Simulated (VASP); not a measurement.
Wanted: the native input for a VASP 6.6.1 run.

```yaml
Task: single point
Functional: PBE
Potentials_or_basis: VASP PAW PBE potentials, release 64 (Rb_sv, Ge_d, N)
Cutoff: 520 eV
k_mesh: 4 × 4 × 4
Occupations: gaussian, width 0.1 eV
Spin: no spin polarisation
Dipole_correction: no
Further_INCAR_settings: ALGO = Normal; EDIFF = 1e-06; NBANDS = 46
```

The structure of RbGe4N2 lies in POSCAR:

```
RbGe4N2
1.0
   -3.6754221031      3.6754221031      2.8077513003
    3.6754221031     -3.6754221031      2.8077513003
    3.6754221031      3.6754221031     -2.8077513003
Rb Ge N
1 4 2
Direct
    0.0000000000      0.0000000000      0.0000000000
    0.7982629110      0.5000000000      0.2982629110
    0.5000000000      0.7982629110      0.2982629110
    0.5000000000      0.2017370890      0.7017370890
    0.2017370890      0.5000000000      0.7017370890
    0.2500000000      0.7500000000      0.5000000000
    0.7500000000      0.2500000000      0.5000000000
```

The input as run:

INCAR

```
ALGO = Normal
EDIFF = 1E-6
ENCUT = 520
GGA = PE
ISIF = 2
ISMEAR = 0
LASPH = T
LCHARG = T
LELF = T
LREAL = F
LVHAR = T
LWAVE = F
NBANDS = 46
NELM = 100
PREC = Accurate
SIGMA = 0.1
```

KPOINTS

```
k-points
0
Gamma
  4 4 4
```

Potentials or basis: VASP PAW PBE potentials, release 64 (Rb_sv, Ge_d, N).

Launch:

```bash
$ cat potpaw_PBE.64/Rb_sv/POTCAR potpaw_PBE.64/Ge_d/POTCAR potpaw_PBE.64/N/POTCAR > POTCAR
$ mpirun -np 1 vasp_std > vasp.out
```

It gave:

* Pressure: 0.2 GPa
* Largest force: 0.037 eV/Å

Wall time 69 s on 1 thread of Intel(R) Xeon(R) 6975P-C (Granite Rapids), with other jobs on the host, peak memory 0.35 GiB.
